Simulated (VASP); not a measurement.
# CaO (Fm-3m) in VASP: a series of runs

Aim: see how the results for CaO move with the level of theory and the settings. Levels: LDA, PBE+D3(BJ). Tasks: single point.

Everything below comes from runs of VASP 6.6.1. Logs are shortened: lines on timing, memory, paths and dates and some standing lists are left out, and cuts for length are marked.

## Step 1: The cell of the first run

The structure is cubic, space group Fm-3m (No. 225). Conventional cell: a = 4.676 Å, b = 4.676 Å, c = 4.676 Å, α = 90.00°, β = 90.00°, γ = 90.00°. Within 3.1 Å of Ca (site symmetry m-3m) lie 6 O at 2.34 Å. Within 3.1 Å of O (site symmetry m-3m) lie 6 Ca at 2.34 Å.

## Step 2: Single point, LDA (volume scaled by 0.98)

File INCAR:

```
PREC = Accurate ; ENCUT = 520
EDIFF = 1E-7 ; ISMEAR = 0
SIGMA = 0.05 ; LREAL = False
LASPH = True ; NELM = 60
ALGO = Normal ; ISIF = 2
LWAVE = False ; LCHARG = True
LELF = True ; LVHAR = True
NBANDS = 15
```

File KPOINTS:

```
Automatic mesh
0
Gamma
  8 8 8
```

File POSCAR:

```
CaO
1.0
    0.0000000000      2.3378444264      2.3378444264
    2.3378444264      0.0000000000      2.3378444264
    2.3378444264      2.3378444264      0.0000000000
Ca O
1 1
Direct
    0.5000000000      0.5000000000      0.5000000000
    0.0000000000      0.0000000000      0.0000000000
```

Potentials or basis: VASP PAW LDA potentials, release 64 (Ca_sv, O).

Command:

```sh
cat potpaw_LDA.64/Ca_sv/POTCAR potpaw_LDA.64/O/POTCAR > POTCAR
mpirun -np 1 vasp_std > vasp.out
```

OUTCAR:

```text
PREC = Accurate
   ENCUT = 520
   EDIFF = 1E-7
   ISMEAR = 0
   LREAL = False
   LASPH = True
   NELM = 60
   ISIF = 2

 ion  position               nearest neighbor table
   1  0.500  0.500  0.500-   2 2.34   2 2.34   2 2.34   2 2.34   2 2.34   2 2.34
   2  0.000  0.000  0.000-   1 2.34   1 2.34   1 2.34   1 2.34   1 2.34   1 2.34

  LATTYP: Found a face centered cubic cell.
 ALAT       =     4.6756888528

  Lattice vectors:

 A1 = (   0.0000000000,   2.3378444264,   2.3378444264)
 A2 = (   2.3378444264,   0.0000000000,   2.3378444264)
 A3 = (   2.3378444264,   2.3378444264,   0.0000000000)

Analysis of symmetry for initial positions (statically):
=====================================================================
 Subroutine PRICEL returns:
 Original cell was already a primitive cell.

 Routine SETGRP: Setting up the symmetry group for a
 face centered cubic supercell.

 Subroutine GETGRP returns: Found 48 space group operations
 (whereof 48 operations were pure point group operations)
 out of a pool of 48 trial point group operations.

The static configuration has the point symmetry O_h .

Analysis of symmetry for dynamics (positions and initial velocities):
=====================================================================
 Subroutine PRICEL returns:
 Original cell was already a primitive cell.

 Routine SETGRP: Setting up the symmetry group for a
 face centered cubic supercell.

 Subroutine GETGRP returns: Found 48 space group operations
 (whereof 48 operations were pure point group operations)
 out of a pool of 48 trial point group operations.

The dynamic configuration has the point symmetry O_h .

 Subroutine INISYM returns: Found 48 space group operations
 (whereof 48 operations are pure point group operations),
 and found     1 'primitive' translations

----------------------------------------------------------------------------------------

                                     Primitive cell

  volume of cell :      25.5551

  direct lattice vectors                    reciprocal lattice vectors
     0.000000000  2.337844426  2.337844426    -0.213872230  0.213872230  0.213872230
     2.337844426  0.000000000  2.337844426     0.213872230 -0.213872230  0.213872230
     2.337844426  2.337844426  0.000000000     0.213872230  0.213872230 -0.213872230

  length of vectors
     3.306211295  3.306211295  3.306211295     0.370437568  0.370437568  0.370437568

  position of ions in fractional coordinates (direct lattice)
     0.500000000  0.500000000  0.500000000
     0.000000000  0.000000000  0.000000000

  ion indices of the primitive-cell ions
   primitive index   ion index
                 1           1
                 2           2

----------------------------------------------------------------------------------------

 KPOINTS: Automatic mesh

Automatic generation of k-mesh.
 Grid dimensions read from file:
 generate k-points for:    8    8    8

 Generating k-lattice:

  Cartesian coordinates                     Fractional coordinates (reciprocal lattice)
    -0.026734029  0.026734029  0.026734029     0.125000000  0.000000000  0.000000000
     0.026734029 -0.026734029  0.026734029     0.000000000  0.125000000  0.000000000
     0.026734029  0.026734029 -0.026734029     0.000000000  0.000000000  0.125000000

  Length of vectors
     0.046304696  0.046304696  0.046304696

  Shift w.r.t. Gamma in fractional coordinates (k-lattice)
     0.000000000  0.000000000  0.000000000

 Subroutine IBZKPT returns following result:
 ===========================================

 Found     29 irreducible k-points:

 Following reciprocal coordinates:
            Coordinates               Weight
  0.000000  0.000000  0.000000      1.000000
  0.125000  0.000000  0.000000      8.000000
  0.250000  0.000000  0.000000      8.000000
  0.375000  0.000000  0.000000      8.000000
  0.500000  0.000000  0.000000      4.000000
  0.125000  0.125000  0.000000      6.000000
[... 16 lines left out ...]
  0.500000  0.250000  0.125000     48.000000
 -0.375000  0.250000  0.125000     24.000000
 [... further k-points ...]
   k-points           NKPTS =     29   k-points in BZ     NKDIM =     29   number of bands    NBANDS=     15
   number of dos      NEDOS =    301   number of ions     NIONS =      2
   total plane-waves  NPLWV =  21952
   dimension x,y,z NGX =    28 NGY =   28 NGZ =   28
   dimension x,y,z NGXF=    56 NGYF=   56 NGZF=   56
   ions per type =               1   1
   NGX,Y,Z   is equivalent  to a cutoff of  14.08, 14.08, 14.08 a.u.
   NGXF,Y,Z  is equivalent  to a cutoff of  28.16, 28.16, 28.16 a.u.
 SYSTEM =  unknown system
   PREC   = accura    normal or accurate (medium, high low for compatibility)
   ISTART =      0    job   : 0-new  1-cont  2-samecut
   ICHARG =      2    charge: 1-file 2-atom 10-const
   ISPIN  =      1    spin polarized calculation?
   LNONCOLLINEAR =      F non collinear calculations
   LSORBIT =      F    spin-orbit coupling
   LASPH  =      T    aspherical Exc in radial PAW
   ENCUT  =  520.0 eV  38.22 Ry    6.18 a.u.   6.15  6.15  6.15*2*pi/ulx,y,z
   NELM   =     60;   NELMIN=  2; NELMDL= -5     # of ELM steps
   EDIFF  = 0.1E-06   stopping-criterion for ELM
   LREAL  =      F    real-space projection
   EDIFFG = 0.1E-05   stopping-criterion for IOM
   NSW    =      0    number of steps for IOM
   IBRION =     -1    ionic relax: 0-MD 1-quasi-New 2-CG
   NFREE  =      0    steps in history (QN), initial steepest desc. (CG)
   ISIF   =      2    stress and relaxation
   ISYM   =      2    0-nonsym 1-usesym 2-fastsym
   POTIM  = 0.5000    time-step for ionic-motion
   TEBEG  =    0.0;   TEEND  =   0.0 temperature during run
   PSTRESS=    0.0 pullay stress
   NELECT =      16.0000    total number of electrons
   NUPDOWN=      -1.0000    fix difference up-down
   EMIN   =  10.00;   EMAX   =-10.00  energy-range for DOS
   EFERMI =   0.00;   METHOD = LEGACY
   ISMEAR =     0;   SIGMA  =   0.05  broadening in eV -4-tet -1-fermi 0-gaus
   EFERMI_NEDOS =   21; number of points for ismear=-14 and -15
   IALGO  =     38    algorithm
   IMIX   =      4    mixing-type and parameters
     AMIX     =   0.40;   BMIX     =  1.00
     AMIX_MAG =   1.60;   BMIX_MAG =  1.00
  volume/ion in A,a.u.               =      12.78        86.23
  Fermi-wavevector in a.u.,A,eV,Ry     =   1.400520  2.646598 26.687221  1.961455
  Thomas-Fermi vector in A             =   2.523472
   LORBIT       =      0    0 simple, 1 ext, 2 COOP (PROOUT), +10 PAW based schemes
   GGA     = CA    functional components
   LHFCALC =     F    Hartree Fock is set to
   AEXX    =    0.0000 exact exchange contribution
   IVDW    =     0    specifies the selected vdW correction
   LEPSILON=     F    determine dielectric tensor
   LRPA    =     F    only Hartree local field effects (RPA)
 non-spin polarized calculation
 Gauss-broadening in eV      SIGMA  =   0.05
  energy-cutoff  :      520.00
  volume of cell :       25.56
 maximum number of plane-waves:       701
 NGX is ok and might be reduce to    28
   NGX = 13   NGY = 13   NGZ = 13

 number of electron      16.0000001 magnetization

 Free energy of the ion-electron system (eV)
  ---------------------------------------------------
  ext. energy  EPLUGINS =         0.00000000
  ---------------------------------------------------
  free energy    TOTEN  =       -14.21186518 eV

  energy without entropy =      -14.21186518  energy(sigma->0) =      -14.21186518

 E-fermi :   2.7308     XC(G=0): -11.4415

 val. band max:        2.5163370206   @ k =   0.0000   0.0000   0.0000
 cond. band min:       5.9170899314   @ k =   0.5000   0.5000   0.0000
 fundamental gap:      3.4007529108
 Fermi energy:         2.7308461681

 k-point     1 :       0.0000    0.0000    0.0000
  band No.  band energies     occupation
      1     -34.2338      2.00000
      2     -15.2047      2.00000
      3     -15.2047      2.00000
      4     -15.2047      2.00000
      5     -12.8551      2.00000
      6       2.5163      2.00000
      7       2.5163      2.00000
      8       2.5163      2.00000
      9       7.7796      0.00000
     10       8.8073      0.00000
     11       8.8073      0.00000
     12       8.8073      0.00000
     13      10.5228      0.00000
     14      10.5228      0.00000
     15      17.8153      0.00000

 k-point     2 :       0.1250    0.0000    0.0000
  band No.  band energies     occupation
      1     -34.2106      2.00000
      2     -15.5425      2.00000
      3     -15.2150      2.00000
      4     -15.2150      2.00000
      5     -12.5117      2.00000
      6       1.9382      2.00000
      7       2.2645      2.00000
      8       2.2645      2.00000
      9       8.4695      0.00000
     10       8.7824      0.00000
     11       9.1077      0.00000
     12       9.1077      0.00000
     13      10.9541      0.00000
     14      10.9541      0.00000
     15      18.5326      0.00000

 k-point     3 :       0.2500    0.0000    0.0000
  band No.  band energies     occupation
      1     -34.1539      2.00000
      2     -16.1493      2.00000
      3     -15.2397      2.00000
      4     -15.2397      2.00000
      5     -11.8885      2.00000
      6       0.8372      2.00000
      7       1.7333      2.00000
      8       1.7333      2.00000
      9       8.8799      0.00000
     10       9.8996      0.00000
     11       9.8996      0.00000
     12       9.9709      0.00000
     13      11.9821      0.00000
     14      11.9821      0.00000
     15      19.1962      0.00000

 k-point     4 :       0.3750    0.0000    0.0000
  band No.  band energies     occupation
      1     -34.0964      2.00000
      2     -16.6220      2.00000
      3     -15.2640      2.00000
      4     -15.2640      2.00000
      5     -11.3943      2.00000
      6      -0.0608      2.00000
      7       1.2781      2.00000
      8       1.2781      2.00000
      9       9.4278      0.00000
     10      10.8299      0.00000
     11      10.8299      0.00000
     12      11.1559      0.00000
     13      13.0937      0.00000
     14      13.0937      0.00000
     15      18.2616      0.00000
[... 307 lines left out ...]
 k-point    22 :       0.3750    0.2500    0.1250
  band No.  band energies     occupation
      1     -34.1126      2.00000
      2     -16.1987      2.00000
      3     -15.4280      2.00000
      4     -15.2899      2.00000
      5     -11.8477      2.00000
      6       0.5157      2.00000
      7       1.6165      2.00000
      8       1.9656      2.00000
      9       7.8672      0.00000
     10      10.1363      0.00000
     11      10.6930      0.00000
     12      11.1001      0.00000
     13      11.9695      0.00000
     14      13.3401      0.00000
     15      19.7666      0.00000

 k-point    23 :       0.5000    0.2500    0.1250
  band No.  band energies     occupation
      1     -34.0670      2.00000
      2     -16.4049      2.00000
      3     -15.5188      2.00000
      4     -15.3422      2.00000
      5     -11.6738      2.00000
      6       0.3354      2.00000
      7       1.2929      2.00000
      8       1.6045      2.00000
      9       8.4552      0.00000
     10      10.3895      0.00000
     11      11.3796      0.00000
     12      11.6094      0.00000
     13      13.0771      0.00000
     14      14.3309      0.00000
     15      18.1780      0.00000

 k-point    24 :      -0.3750    0.2500    0.1250
  band No.  band energies     occupation
      1     -34.0480      2.00000
      2     -16.4874      2.00000
      3     -15.5395      2.00000
      4     -15.3785      2.00000
      5     -11.6085      2.00000
      6       0.2808      2.00000
      7       1.2862      2.00000
      8       1.3154      2.00000
      9       9.4742      0.00000
     10       9.5447      0.00000
     11      11.7197      0.00000
     12      12.0706      0.00000
     13      13.4017      0.00000
     14      15.1533      0.00000
     15      17.2871      0.00000

 [... further k-points ...]
[... 5 lines left out ...]
  --------------------------------------------------------------------------------------
  -------------------------------------------------------------------------------------
  Total        0.6140747      0.6140747      0.6140747      0.0000000      0.0000000      0.0000000
  in kB       38.4994919     38.4994919     38.4994919      0.0000000      0.0000000      0.0000000
  external PRESSURE =      38.4994919 kB  Pullay stress =       0.0000000 kB

 VOLUME and BASIS-vectors are now :
 -----------------------------------------------------------------------------
  energy-cutoff  :      520.00
  volume of cell :       25.56
      direct lattice vectors                 reciprocal lattice vectors
     0.000000000  2.337844426  2.337844426    -0.213872230  0.213872230  0.213872230
     2.337844426  0.000000000  2.337844426     0.213872230 -0.213872230  0.213872230
     2.337844426  2.337844426  0.000000000     0.213872230  0.213872230 -0.213872230

 POSITION                                       TOTAL-FORCE (eV/Angst)
 -----------------------------------------------------------------------------------
      2.33784      2.33784      2.33784         0.000000     -0.000000     -0.000000
      0.00000      0.00000      0.00000         0.000000      0.000000      0.000000
 -----------------------------------------------------------------------------------
    total drift:                                0.000000      0.000000      0.000000

  FREE ENERGIE OF THE ION-ELECTRON SYSTEM (eV)
  ---------------------------------------------------
  free  energy   TOTEN  =       -14.2118651781 eV

  energy  without entropy=      -14.2118651781  energy(sigma->0) =      -14.21186518
```

Run time: 6.4 s. Hardware: 1 thread of Intel Xeon 6975P-C (Granite Rapids), shared host; peak memory 0.14 GiB.

What came out:

- Free energy: -14.2119 eV
- Pressure: 3.8 GPa
- Band gap on the k mesh: 3.40 eV, indirect (least direct gap 3.75 eV)

Levels at points of the mesh, in eV from the valence-band top:
```
           k point  band 4  band 5  band 6  band 7  band 8  band 9  band 10  band 11  band 12  band 13
(0.00, 0.00, 0.00)  -17.72  -15.37    0.00    0.00    0.00    5.26     6.29     6.29     6.29     8.01
(0.50, 0.00, 0.00)  -17.79  -13.73   -2.92   -1.41   -1.41    7.34     8.75     8.75     8.95    11.13
(0.50, 0.50, 0.00)  -18.04  -15.13   -1.25   -0.35   -0.35    3.40     8.65     9.35    10.10    10.10
```

[end of part 1 of 2]
